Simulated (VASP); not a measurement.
# LiF in VASP: further runs

Runs on LiF. Level: LDA. Tasks: electric field gradients.

Program: VASP 6.6.1. These are calculated values, not measurements. Logs are shortened: lines on timing, memory, paths and dates and some standing lists are left out, and cuts for length are marked.

## Step 1: The cell of the first run

The structure is cubic, space group Fm-3m (No. 225). The conventional cell has a = 4.107 Å, b = 4.107 Å, c = 4.107 Å, α = 90.00°, β = 90.00°, γ = 90.00°. Within 2.7 Å of Li (site symmetry m-3m) lie 6 F at 2.05 Å. F (site symmetry m-3m) has 6 Li at 2.05 Å within 2.7 Å.

## Step 2: Electric field gradients, LDA (volume scaled by 1.06)

The input, INCAR:

```
PREC     = Accurate       # precision mode
ENCUT    = 520            # plane-wave cutoff, eV
EDIFF    = 1E-8           # SCF threshold, eV
ISMEAR   = -1             # smearing method
SIGMA    = 0.03           # smearing width, eV
LREAL    = False          # projectors in reciprocal space
LASPH    = True           # aspherical terms in the spheres
NELM     = 100            # most SCF steps
ALGO     = Normal         # electronic algorithm
ISIF     = 2              # what is computed and relaxed
LWAVE    = False          # write WAVECAR
LCHARG   = False          # write CHGCAR
GGA      = CA             # functional
LEFG     = True         
NBANDS   = 12             # bands
```

The input, KPOINTS:

```
regular mesh
0
Gamma
  10 10 10
```

The input, POSCAR:

```
LiF
1.0
    0.0000000000      2.0535002244      2.0535002244
    2.0535002244      0.0000000000      2.0535002244
    2.0535002244      2.0535002244      0.0000000000
Li F
1 1
Direct
    0.0000000000      0.0000000000      0.0000000000
    0.5000000000      0.5000000000      0.5000000000
```

Potentials or basis: VASP PAW LDA potentials, release 64 (Li_sv, F).

Launch:

```sh
cat potpaw_LDA.64/Li_sv/POTCAR potpaw_LDA.64/F/POTCAR > POTCAR
mpirun -np 1 vasp_std > vasp.out
```

OUTCAR:

```text
PREC = Accurate
   ENCUT = 520
   EDIFF = 1E-8
   ISMEAR = -1
   LREAL = False
   LASPH = True
   NELM = 100
   ISIF = 2
   GGA = CA

 ion  position               nearest neighbor table
   1  0.000  0.000  0.000-   2 2.05   2 2.05   2 2.05   2 2.05   2 2.05   2 2.05
   2  0.500  0.500  0.500-   1 2.05   1 2.05   1 2.05   1 2.05   1 2.05   1 2.05

  LATTYP: Found a face centered cubic cell.
 ALAT       =     4.1070004488

  Lattice vectors:

 A1 = (   0.0000000000,   2.0535002244,   2.0535002244)
 A2 = (   2.0535002244,   0.0000000000,   2.0535002244)
 A3 = (   2.0535002244,   2.0535002244,   0.0000000000)

Analysis of symmetry for initial positions (statically):
=====================================================================
 Subroutine PRICEL returns:
 Original cell was already a primitive cell.

 Routine SETGRP: Setting up the symmetry group for a
 face centered cubic supercell.

 Subroutine GETGRP returns: Found 48 space group operations
 (whereof 48 operations were pure point group operations)
 out of a pool of 48 trial point group operations.

The static configuration has the point symmetry O_h .

Analysis of symmetry for dynamics (positions and initial velocities):
=====================================================================
 Subroutine PRICEL returns:
 Original cell was already a primitive cell.

 Routine SETGRP: Setting up the symmetry group for a
 face centered cubic supercell.

 Subroutine GETGRP returns: Found 48 space group operations
 (whereof 48 operations were pure point group operations)
 out of a pool of 48 trial point group operations.

The dynamic configuration has the point symmetry O_h .

 Subroutine INISYM returns: Found 48 space group operations
 (whereof 48 operations are pure point group operations),
 and found     1 'primitive' translations

----------------------------------------------------------------------------------------

                                     Primitive cell

  volume of cell :      17.3187

  direct lattice vectors                    reciprocal lattice vectors
     0.000000000  2.053500224  2.053500224    -0.243486703  0.243486703  0.243486703
     2.053500224  0.000000000  2.053500224     0.243486703 -0.243486703  0.243486703
     2.053500224  2.053500224  0.000000000     0.243486703  0.243486703 -0.243486703

  length of vectors
     2.904087868  2.904087868  2.904087868     0.421731341  0.421731341  0.421731341

  position of ions in fractional coordinates (direct lattice)
     0.000000000  0.000000000  0.000000000
     0.500000000  0.500000000  0.500000000

  ion indices of the primitive-cell ions
   primitive index   ion index
                 1           1
                 2           2

----------------------------------------------------------------------------------------

 KPOINTS: regular mesh

Automatic generation of k-mesh.
 Grid dimensions read from file:
 generate k-points for:   10   10   10

 Generating k-lattice:

  Cartesian coordinates                     Fractional coordinates (reciprocal lattice)
    -0.024348670  0.024348670  0.024348670     0.100000000  0.000000000  0.000000000
     0.024348670 -0.024348670  0.024348670     0.000000000  0.100000000  0.000000000
     0.024348670  0.024348670 -0.024348670     0.000000000  0.000000000  0.100000000

  Length of vectors
     0.042173134  0.042173134  0.042173134

  Shift w.r.t. Gamma in fractional coordinates (k-lattice)
     0.000000000  0.000000000  0.000000000

 Subroutine IBZKPT returns following result:
 ===========================================

 Found     47 irreducible k-points:

 Following reciprocal coordinates:
            Coordinates               Weight
  0.000000  0.000000  0.000000      1.000000
  0.100000  0.000000  0.000000      8.000000
  0.200000  0.000000  0.000000      8.000000
  0.300000  0.000000  0.000000      8.000000
  0.400000  0.000000  0.000000      8.000000
  0.500000  0.000000  0.000000      4.000000
[... 16 lines left out ...]
  0.300000  0.300000  0.000000      6.000000
  0.400000  0.300000  0.000000     24.000000
 [... further k-points ...]
   k-points           NKPTS =     47   k-points in BZ     NKDIM =     47   number of bands    NBANDS=     12
   number of dos      NEDOS =    301   number of ions     NIONS =      2
   total plane-waves  NPLWV =  13824
   dimension x,y,z NGX =    24 NGY =   24 NGZ =   24
   dimension x,y,z NGXF=    48 NGYF=   48 NGZF=   48
   ions per type =               1   1
   NGX,Y,Z   is equivalent  to a cutoff of  13.74, 13.74, 13.74 a.u.
   NGXF,Y,Z  is equivalent  to a cutoff of  27.48, 27.48, 27.48 a.u.
 SYSTEM =  unknown system
   PREC   = accura    normal or accurate (medium, high low for compatibility)
   ISTART =      0    job   : 0-new  1-cont  2-samecut
   ICHARG =      2    charge: 1-file 2-atom 10-const
   ISPIN  =      1    spin polarized calculation?
   LNONCOLLINEAR =      F non collinear calculations
   LSORBIT =      F    spin-orbit coupling
   LASPH  =      T    aspherical Exc in radial PAW
   ENCUT  =  520.0 eV  38.22 Ry    6.18 a.u.   5.40  5.40  5.40*2*pi/ulx,y,z
   NELM   =    100;   NELMIN=  2; NELMDL= -5     # of ELM steps
   EDIFF  = 0.1E-07   stopping-criterion for ELM
   LREAL  =      F    real-space projection
   EDIFFG = 0.1E-06   stopping-criterion for IOM
   NSW    =      0    number of steps for IOM
   IBRION =     -1    ionic relax: 0-MD 1-quasi-New 2-CG
   NFREE  =      0    steps in history (QN), initial steepest desc. (CG)
   ISIF   =      2    stress and relaxation
   ISYM   =      2    0-nonsym 1-usesym 2-fastsym
   POTIM  = 0.5000    time-step for ionic-motion
   TEBEG  =    0.0;   TEEND  =   0.0 temperature during run
   PSTRESS=    0.0 pullay stress
   NELECT =      10.0000    total number of electrons
   NUPDOWN=      -1.0000    fix difference up-down
   EMIN   =  10.00;   EMAX   =-10.00  energy-range for DOS
   EFERMI =   0.00;   METHOD = LEGACY
   ISMEAR =    -1;   SIGMA  =   0.03  broadening in eV -4-tet -1-fermi 0-gaus
   EFERMI_NEDOS =   21; number of points for ismear=-14 and -15
   IALGO  =     38    algorithm
   IMIX   =      4    mixing-type and parameters
     AMIX     =   0.40;   BMIX     =  1.00
     AMIX_MAG =   1.60;   BMIX_MAG =  1.00
  volume/ion in A,a.u.               =       8.66        58.44
  Fermi-wavevector in a.u.,A,eV,Ry     =   1.363233  2.576137 25.285123  1.858404
  Thomas-Fermi vector in A             =   2.489654
   LORBIT       =      0    0 simple, 1 ext, 2 COOP (PROOUT), +10 PAW based schemes
   GGA     = CA    functional components
   LHFCALC =     F    Hartree Fock is set to
   AEXX    =    0.0000 exact exchange contribution
   IVDW    =     0    specifies the selected vdW correction
   LEPSILON=     F    determine dielectric tensor
   LRPA    =     F    only Hartree local field effects (RPA)
 non-spin polarized calculation
  energy-cutoff  :      520.00
  volume of cell :       17.32
 maximum number of plane-waves:       483
 NGX is ok and might be reduce to    24
   NGX = 11   NGY = 11   NGZ = 11

 number of electron      10.0000000 magnetization

 Free energy of the ion-electron system (eV)
  ---------------------------------------------------
  ext. energy  EPLUGINS =         0.00000000
  ---------------------------------------------------
  free energy    TOTEN  =       -10.42397045 eV

  energy without entropy =      -10.42397045  energy(sigma->0) =      -10.42397045

 E-fermi :  -0.8974     XC(G=0): -10.3820

 val. band max:       -1.6430175806   @ k =   0.0000   0.0000   0.0000
 cond. band min:       6.6878088145   @ k =   0.0000   0.0000   0.0000
 fundamental gap:      8.3308263950
 Fermi energy:        -0.8974362110

 k-point     1 :       0.0000    0.0000    0.0000
  band No.  band energies     occupation
      1     -41.5237      2.00000
      2     -21.0556      2.00000
      3      -1.6430      2.00000
      4      -1.6430      2.00000
      5      -1.6430      2.00000
      6       6.6878      0.00000
      7      21.0774      0.00000
      8      21.0774      0.00000
      9      21.0774      0.00000
     10      21.6972      0.00000
     11      21.6972      0.00000
     12      21.6972      0.00000

 k-point     2 :       0.1000    0.0000    0.0000
  band No.  band energies     occupation
      1     -41.5187      2.00000
      2     -21.0199      2.00000
      3      -1.9214      2.00000
      4      -1.6644      2.00000
      5      -1.6644      2.00000
      6       6.9759      0.00000
      7      18.6350      0.00000
      8      19.9537      0.00000
      9      19.9537      0.00000
     10      22.5777      0.00000
     11      22.6512      0.00000
     12      22.6512      0.00000

 k-point     3 :       0.2000    0.0000    0.0000
  band No.  band energies     occupation
      1     -41.5054      2.00000
      2     -20.9224      2.00000
      3      -2.5844      2.00000
      4      -1.7193      2.00000
      5      -1.7193      2.00000
      6       7.6205      0.00000
      7      16.2322      0.00000
      8      18.5354      0.00000
      9      18.5354      0.00000
     10      23.4914      0.00000
     11      23.9652      0.00000
     12      23.9652      0.00000
[... 286 lines left out ...]
 k-point    23 :       0.3000    0.3000    0.0000
  band No.  band energies     occupation
      1     -41.4786      2.00000
      2     -20.6658      2.00000
      3      -3.4682      2.00000
      4      -2.2706      2.00000
      5      -2.2706      2.00000
      6       9.7730      0.00000
      7      15.5188      0.00000
      8      16.4053      0.00000
      9      17.6717      0.00000
     10      17.6717      0.00000
     11      31.1765      0.00000
     12      31.6346      0.00000

 k-point    24 :       0.4000    0.3000    0.0000
  band No.  band energies     occupation
      1     -41.4686      2.00000
      2     -20.5634      2.00000
      3      -3.8608      2.00000
      4      -2.4706      2.00000
      5      -2.3636      2.00000
      6      10.5747      0.00000
      7      14.3470      0.00000
      8      15.9008      0.00000
      9      17.4248      0.00000
     10      18.4972      0.00000
     11      30.6698      0.00000
     12      31.8629      0.00000

 [... further k-points ...]
[... 5 lines left out ...]
  --------------------------------------------------------------------------------------
  -------------------------------------------------------------------------------------
  Total       -1.0440797     -1.0440797     -1.0440797     -0.0000000      0.0000000     -0.0000000
  in kB      -96.5895160    -96.5895160    -96.5895160     -0.0000000      0.0000000     -0.0000000
  external PRESSURE =     -96.5895160 kB  Pullay stress =       0.0000000 kB

 VOLUME and BASIS-vectors are now :
 -----------------------------------------------------------------------------
  energy-cutoff  :      520.00
  volume of cell :       17.32
      direct lattice vectors                 reciprocal lattice vectors
     0.000000000  2.053500224  2.053500224    -0.243486703  0.243486703  0.243486703
     2.053500224  0.000000000  2.053500224     0.243486703 -0.243486703  0.243486703
     2.053500224  2.053500224  0.000000000     0.243486703  0.243486703 -0.243486703

 POSITION                                       TOTAL-FORCE (eV/Angst)
 -----------------------------------------------------------------------------------
      0.00000      0.00000      0.00000         0.000000      0.000000      0.000000
      2.05350      2.05350      2.05350        -0.000000     -0.000000     -0.000000
 -----------------------------------------------------------------------------------
    total drift:                               -0.000000     -0.000000      0.000000

  FREE ENERGIE OF THE ION-ELECTRON SYSTEM (eV)
  ---------------------------------------------------
  free  energy   TOTEN  =       -10.4239704476 eV

  energy  without entropy=      -10.4239704476  energy(sigma->0) =      -10.42397045

 Electric field gradients (V/A^2)
---------------------------------------------------------------------
 ion       V_xx      V_yy      V_zz      V_xy      V_xz      V_yz
---------------------------------------------------------------------
   1       0.000     0.000    -0.000    -0.003    -0.003    -0.003
   2       0.000    -0.000    -0.000    -0.002    -0.002    -0.002
---------------------------------------------------------------------

 Electric field gradients after diagonalization (V/A^2)
 (convention: |V_zz| > |V_xx| > |V_yy|)
----------------------------------------------------------------------
 ion       V_xx      V_yy      V_zz     asymmetry (V_yy - V_xx)/ V_zz
----------------------------------------------------------------------
   1       0.003     0.003    -0.006       0.000
   2       0.002     0.002    -0.004       0.000
----------------------------------------------------------------------

           NMR quadrupolar parameters

 Cq : quadrupolar parameter    Cq=e*Q*V_zz/h
 eta: asymmetry parameters     (V_yy - V_xx)/ V_zz
 Q  : nuclear electric quadrupole moment in mb (millibarn)
----------------------------------------------------------------------
 ion       Cq(MHz)       eta       Q (mb)
----------------------------------------------------------------------
   1      -0.000       0.000       1.000
   2      -0.000       0.000       1.000
----------------------------------------------------------------------
```

It took 6.5 s on 1 thread of Intel Xeon Platinum 8259CL at 2.50GHz (Skylake/Cascade Lake), shared host; peak memory 0.12 GiB.

What came out:

| Quantity | Value |
| --- | --- |
| Free energy | -10.4240 eV |
| Band gap on the k mesh | 8.33 eV, direct |

Levels at points of the mesh, in eV from the valence-band top:
```
           k point  band 3  band 4  band 5  band 6  band 7  band 8
(0.00, 0.00, 0.00)    0.00    0.00    0.00    8.33   22.72   22.72
(0.50, 0.00, 0.00)   -2.41   -0.21   -0.21   10.08   15.71   17.97
(0.50, 0.50, 0.00)   -2.87   -0.95   -0.95   13.89   15.76   16.44
```

Caveat: the cutoff is under 1.25 times the usual one of these potentials, so pressure, stress and relaxed cells hold a basis-set (Pulay) error; without QUAD_EFG the Cq values of the log hold for a quadrupole moment of 1 mb, not for the nuclei.

(Part 1 of 3 ends here.)
